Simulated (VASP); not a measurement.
Write the native input for VASP 6.6.1 that does the following.

```
Task                   : electric field gradients
Functional             : r2SCAN
Potentials or basis    : VASP PAW PBE potentials, release 64 (Mg_sv, B)
Cutoff                 : 680 eV
k mesh                 : 17 × 17 × 13
Occupations            : fermi-dirac, width 0.05 eV
Spin                   : no spin polarisation
Dipole correction      : no
Further INCAR settings : ALGO = Normal; EDIFF = 1e-08; NBANDS = 15
```

MgB2:

```
CELL_PARAMETERS angstrom
3.08500 0.00000 0.00000
-1.54250 2.67169 0.00000
0.00000 0.00000 3.52300
ATOMIC_POSITIONS crystal
Mg 0.00000 0.00000 0.00000
B 0.33333 0.66667 0.50000
B 0.66667 0.33333 0.50000
```

These files were run (other wordings do the same):

POSCAR

```
MgB2
1.0
    3.0850000000      0.0000000000      0.0000000000
   -1.5425000000      2.6716883707      0.0000000000
    0.0000000000      0.0000000000      3.5230000000
Mg B
1 2
Direct
    0.0000000000      0.0000000000      0.0000000000
    0.3333333333      0.6666666667      0.5000000000
    0.6666666667      0.3333333333      0.5000000000
```

INCAR.step1

```
SYSTEM = MgB2
PREC = Accurate ; ENCUT = 680
ISMEAR = -1 ; SIGMA = 0.05
LREAL = .FALSE. ; LASPH = .TRUE.
NELM = 120 ; NBANDS = 15
GGA = PE ; ALGO = Normal
EDIFF = 1E-5 ; LWAVE = .TRUE.
LCHARG = .FALSE. ; GGA_COMPAT = .FALSE.
```

INCAR.step2

```
SYSTEM = MgB2
PREC = Accurate ; ENCUT = 680
EDIFF = 1E-8 ; ISMEAR = -1
SIGMA = 0.05 ; LREAL = .FALSE.
LASPH = .TRUE. ; NELM = 120
ALGO = Normal ; ISIF = 2
LWAVE = .FALSE. ; LCHARG = .FALSE.
METAGGA = R2SCAN ; LMIXTAU = .TRUE.
LEFG = .TRUE. ; NBANDS = 15
ISTART = 1 ; GGA_COMPAT = .FALSE.
```

KPOINTS

```
Automatic mesh
0
G
  17 17 13
  0 0 0
```

Potentials or basis: VASP PAW PBE potentials, release 64 (Mg_sv, B).

Launch:

```console
$ cat potpaw_PBE.64/Mg_sv/POTCAR potpaw_PBE.64/B/POTCAR > POTCAR
$ cp INCAR.step1 INCAR
$ mpirun -np 1 vasp_std > vasp.out
$ cp INCAR.step2 INCAR
$ mpirun -np 1 vasp_std > vasp.out
```

Results of the run:

- Pressure: -2.5 GPa
- Band gap on the k mesh: zero (bands 8 and 9 overlap by 3.21 eV)
- Largest electric field gradient by atom: Mg -2.8; B +18.8 V/Å²

Caveat: without QUAD_EFG the Cq values of the log hold for a quadrupole moment of 1 mb, not for the nuclei; the PAW data sets were made with another functional, which shifts forces and pressure a little.

Run time: 5.7 min on 1 thread of Intel(R) Xeon(R) 6975P-C (Granite Rapids), with other jobs on the host, peak memory 0.27 GiB.
